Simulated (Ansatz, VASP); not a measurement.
**One calculation of Al, two programs**

```
Al
1.0
    -1.60632    1.60632   -1.60632
    -1.60632   -1.60632    1.60632
    -1.44569    6.26464    6.58590
Al
4
Direct
  0.65000 0.56250 0.87500
  0.45000 0.43750 0.12500
  0.85000 0.81250 0.37500
  0.25000 0.18750 0.62500
```

Alike in both runs: task single point; functional PBEsol; k mesh 16 × 16 × 5; occupations gaussian, width 0.15 eV; no spin polarisation.

|  | VASP | Ansatz |
| --- | --- | --- |
| version | VASP 6.6.1 | Ansatz 0.2.0 |
| potentials or method | VASP PAW PBE potentials, release 64 (Al), cutoff 520 eV | scalar-relativistic, plane waves, PAW |
| valence electrons in the cell | 12 | 12 |

Ansatz gave:

| Property | Result |
| --- | --- |
| gap on the k mesh at the Fermi level (eV) | none |
| pressure (GPa) | 4.3 |
| traceless stress, the component that is largest in VASP (GPa) | 5.69 |
| rms of the force components (eV/Å) | 1.049 |

Q: Estimate VASP's values.

A: gap on the k mesh at the Fermi level (eV): none; pressure (GPa): 4.4; traceless stress, the component that is largest in VASP (GPa): 5.73; rms of the force components (eV/Å): 1.054.

VASP's potentials were made for PBE, not for PBEsol, and Ansatz warns of the same on its side. Atom by atom the forces differ by 0.005 eV/Å (rms over components). A gap of «none» marks a metal or a gap that the smearing closes. With one functional, cell and mesh, what is left measures potentials, basis and numerics.
